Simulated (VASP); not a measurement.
# ZrB2 (P6/mmm) in VASP: notebook, part 2 of 3

VASP 6.6.1. The steps go on from the part before.

### 3 Electric field gradients, PBE (zz strain of +3 %)

INCAR

```
ALGO = Normal
EDIFF = 1E-8
ENCUT = 520
GGA = PE
ISIF = 2
ISMEAR = -1
LASPH = T
LCHARG = F
LEFG = T
LREAL = F
LWAVE = F
NBANDS = 16
NELM = 80
PREC = Accurate
SIGMA = 0.05
```

KPOINTS

```
k-points
0
Gamma
  12 12 9
```

POSCAR

```
ZrB2
1.0
    3.1649998255      0.0000000000      0.0000000000
   -1.5824999128      2.7409702519      0.0000000000
    0.0000000000      0.0000000000      3.6256000000
Zr B
1 2
Direct
    0.0000000000      0.0000000000      0.0000000000
    0.3333333333      0.6666666667      0.5000000000
    0.6666666667      0.3333333333      0.5000000000
```

Potentials or basis: VASP PAW PBE potentials, release 64 (Zr_sv, B).

Run with:

```sh
$ cat potpaw_PBE.64/Zr_sv/POTCAR potpaw_PBE.64/B/POTCAR > POTCAR
$ mpirun -np 1 vasp_std > vasp.out
```

OUTCAR:

```text
EDIFF = 1E-8
   ENCUT = 520
   GGA = PE
   ISIF = 2
   ISMEAR = -1
   LASPH = T
   LREAL = F
   NELM = 80
   PREC = Accurate

 ion  position               nearest neighbor table
   1  0.000  0.000  0.000-   2 2.57   3 2.57   2 2.57   3 2.57   3 2.57   3 2.57   2 2.57   2 2.57
                             3 2.57   3 2.57   2 2.57   2 2.57
   2  0.333  0.667  0.500-   3 1.83   3 1.83   3 1.83   1 2.57   1 2.57   1 2.57   1 2.57   1 2.57
                             1 2.57
   3  0.667  0.333  0.500-   2 1.83   2 1.83   2 1.83   1 2.57   1 2.57   1 2.57   1 2.57   1 2.57
                             1 2.57

  LATTYP: Found a hexagonal cell.
 ALAT       =     3.1649998255
 C/A-ratio  =     1.1455292891

  Lattice vectors:

 A1 = (   3.1649998255,   0.0000000000,   0.0000000000)
 A2 = (  -1.5824999128,   2.7409702519,   0.0000000000)
 A3 = (   0.0000000000,   0.0000000000,   3.6256000000)

Analysis of symmetry for initial positions (statically):
=====================================================================
 Subroutine PRICEL returns:
 Original cell was already a primitive cell.

 Routine SETGRP: Setting up the symmetry group for a
 hexagonal supercell.

 Subroutine GETGRP returns: Found 24 space group operations
 (whereof 24 operations were pure point group operations)
 out of a pool of 24 trial point group operations.

The static configuration has the point symmetry D_6h.

Analysis of symmetry for dynamics (positions and initial velocities):
=====================================================================
 Subroutine PRICEL returns:
 Original cell was already a primitive cell.

 Routine SETGRP: Setting up the symmetry group for a
 hexagonal supercell.

 Subroutine GETGRP returns: Found 24 space group operations
 (whereof 24 operations were pure point group operations)
 out of a pool of 24 trial point group operations.

The dynamic configuration has the point symmetry D_6h.

 Subroutine INISYM returns: Found 24 space group operations
 (whereof 24 operations are pure point group operations),
 and found     1 'primitive' translations

----------------------------------------------------------------------------------------

                                     Primitive cell

  volume of cell :      31.4527

  direct lattice vectors                    reciprocal lattice vectors
     3.164999825  0.000000000  0.000000000     0.315955784  0.182417157  0.000000000
    -1.582499913  2.740970252  0.000000000     0.000000000  0.364834313  0.000000000
     0.000000000  0.000000000  3.625600000     0.000000000  0.000000000  0.275816417

  length of vectors
     3.164999825  3.164999826  3.625600000     0.364834313  0.364834313  0.275816417

  position of ions in fractional coordinates (direct lattice)
     0.000000000  0.000000000  0.000000000
     0.333333333  0.666666667  0.500000000
     0.666666667  0.333333333  0.500000000

  ion indices of the primitive-cell ions
   primitive index   ion index
[... 86 lines left out ...]
   NELECT =      18.0000    total number of electrons
   NUPDOWN=      -1.0000    fix difference up-down
   EMIN   =  10.00;   EMAX   =-10.00  energy-range for DOS
   EFERMI =   0.00;   METHOD = LEGACY
   ISMEAR =    -1;   SIGMA  =   0.05  broadening in eV -4-tet -1-fermi 0-gaus
   EFERMI_NEDOS =   21; number of points for ismear=-14 and -15
   IALGO  =     38    algorithm
   IMIX   =      4    mixing-type and parameters
     AMIX     =   0.40;   BMIX     =  1.00
     AMIX_MAG =   1.60;   BMIX_MAG =  1.00
  volume/ion in A,a.u.               =      10.48        70.75
  Fermi-wavevector in a.u.,A,eV,Ry     =   1.359189  2.568494 25.135314  1.847393
  Thomas-Fermi vector in A             =   2.485958
   LORBIT       =      0    0 simple, 1 ext, 2 COOP (PROOUT), +10 PAW based schemes
   GGA     = PE    functional components
   LHFCALC =     F    Hartree Fock is set to
   AEXX    =    0.0000 exact exchange contribution
   IVDW    =     0    specifies the selected vdW correction
   LEPSILON=     F    determine dielectric tensor
   LRPA    =     F    only Hartree local field effects (RPA)
 non-spin polarized calculation
  energy-cutoff  :      520.00
  volume of cell :       31.45
 maximum number of plane-waves:       864
 NGX is ok and might be reduce to    24
   NGX = 11   NGY = 11   NGZ = 13

 number of electron      18.0000000 magnetization

 Free energy of the ion-electron system (eV)
  ---------------------------------------------------
  ext. energy  EPLUGINS =         0.00000000
  ---------------------------------------------------
  free energy    TOTEN  =       -24.96274673 eV

  energy without entropy =      -24.96045500  energy(sigma->0) =      -24.96160086

 E-fermi :  10.3397     XC(G=0): -12.3323

 val. band max:       10.3324283961   @ k =   0.1667   0.1667   0.1111
 cond. band min:      10.3825643914   @ k =   0.1667   0.1667   0.2222
 fundamental gap:      0.0501359953
 Fermi energy:        10.3397250764

 k-point     1 :       0.0000    0.0000    0.0000
  band No.  band energies     occupation
      1     -38.4815      2.00000
      2     -16.6703      2.00000
      3     -16.0934      2.00000
      4     -16.0934      2.00000
      5      -2.3814      2.00000
      6       7.6508      2.00000
[... 433 lines left out ...]
      3     -16.5704      2.00000
      4     -16.2492      2.00000
      5      -0.3510      2.00000
      6       3.9346      2.00000
[... 8 lines left out ...]
     15      17.7046      0.00000
     16      20.5486      0.00000

 [... further k-points ...]

------------------------ aborting loop because EDIFF is reached ----------------------------------------

  FORCE on cell =-STRESS in cart. coord.  units (eV):
  Direction    XX          YY          ZZ          XY          YZ          ZX
  --------------------------------------------------------------------------------------
  -------------------------------------------------------------------------------------
  Total       -0.2592566     -0.2592566     -1.7892226      0.0000000     -0.0000000     -0.0000000
  in kB      -13.2063409    -13.2063409    -91.1416845      0.0000000     -0.0000000     -0.0000000
  external PRESSURE =     -39.1847888 kB  Pullay stress =       0.0000000 kB

 VOLUME and BASIS-vectors are now :
 -----------------------------------------------------------------------------
  energy-cutoff  :      520.00
  volume of cell :       31.45
      direct lattice vectors                 reciprocal lattice vectors
     3.164999825  0.000000000  0.000000000     0.315955784  0.182417157  0.000000000
    -1.582499913  2.740970252  0.000000000     0.000000000  0.364834313  0.000000000
     0.000000000  0.000000000  3.625600000     0.000000000  0.000000000  0.275816417

 POSITION                                       TOTAL-FORCE (eV/Angst)
 -----------------------------------------------------------------------------------
      0.00000      0.00000      0.00000        -0.000000     -0.000000      0.000000
     -0.00000      1.82731      1.81280        -0.000000     -0.000000      0.000000
      1.58250      0.91366      1.81280         0.000000      0.000000      0.000000
 -----------------------------------------------------------------------------------
    total drift:                               -0.000000      0.000000     -0.000000

  FREE ENERGIE OF THE ION-ELECTRON SYSTEM (eV)
  ---------------------------------------------------
  free  energy   TOTEN  =       -24.9627467284 eV

  energy  without entropy=      -24.9604549998  energy(sigma->0) =      -24.96160086

 Electric field gradients (V/A^2)
---------------------------------------------------------------------
 ion       V_xx      V_yy      V_zz      V_xy      V_xz      V_yz
---------------------------------------------------------------------
   1     -21.731   -21.731    43.462    -0.000    -0.000     0.000
   2      -1.657    -1.657     3.314    -0.000     0.000    -0.000
   3      -1.657    -1.657     3.314    -0.000     0.000     0.000
---------------------------------------------------------------------

 Electric field gradients after diagonalization (V/A^2)
 (convention: |V_zz| > |V_xx| > |V_yy|)
----------------------------------------------------------------------
 ion       V_xx      V_yy      V_zz     asymmetry (V_yy - V_xx)/ V_zz
----------------------------------------------------------------------
   1     -21.731   -21.731    43.462       0.000
   2      -1.657    -1.657     3.314       0.000
   3      -1.657    -1.657     3.314       0.000
----------------------------------------------------------------------

           NMR quadrupolar parameters

 Cq : quadrupolar parameter    Cq=e*Q*V_zz/h
 eta: asymmetry parameters     (V_yy - V_xx)/ V_zz
 Q  : nuclear electric quadrupole moment in mb (millibarn)
----------------------------------------------------------------------
 ion       Cq(MHz)       eta       Q (mb)
----------------------------------------------------------------------
   1       0.105       0.000       1.000
   2       0.008       0.000       1.000
   3       0.008       0.000       1.000
----------------------------------------------------------------------
```

stdout:

```text
POSCAR found type information on POSCAR ZrB
 POSCAR found :  2 types and       3 ions
 scaLAPACK will be used
 LDA part: xc-table for (Slater+PW92), standard interpolation
 POSCAR, INCAR and KPOINTS ok, starting setup
 FFT: planning ... GRIDC
 FFT: planning ... GRID_SOFT
 FFT: planning ... GRID
 WAVECAR not read
 entering main loop
ion   1

ion   2

ion   3
```

It used 54 s of CPU time on 1 thread of Intel Xeon 8259CL, with other jobs on the host.

Results:

- Free energy: -24.9627 eV
- Pressure: -3.9 GPa
- Band gap on the k mesh: zero (bands 9 and 10 overlap by 1.23 eV)
- Largest electric field gradient by atom: Zr +43.5; B +3.3 V/Å²

Electric field gradients, principal values (V/Å²):
| atom | least | middle | greatest (by size) |
| --- | --- | --- | --- |
| 1 Zr | -21.731 | -21.731 | 43.462 |
| 2 B | -1.657 | -1.657 | 3.314 |
| 3 B | -1.657 | -1.657 | 3.314 |

Caveat: the cell differs from its parent crystal (zz strain of +3 %); the cell stands under tension; without QUAD_EFG the Cq values of the log hold for a quadrupole moment of 1 mb, not for the nuclei.

[end of part 2 of 3]
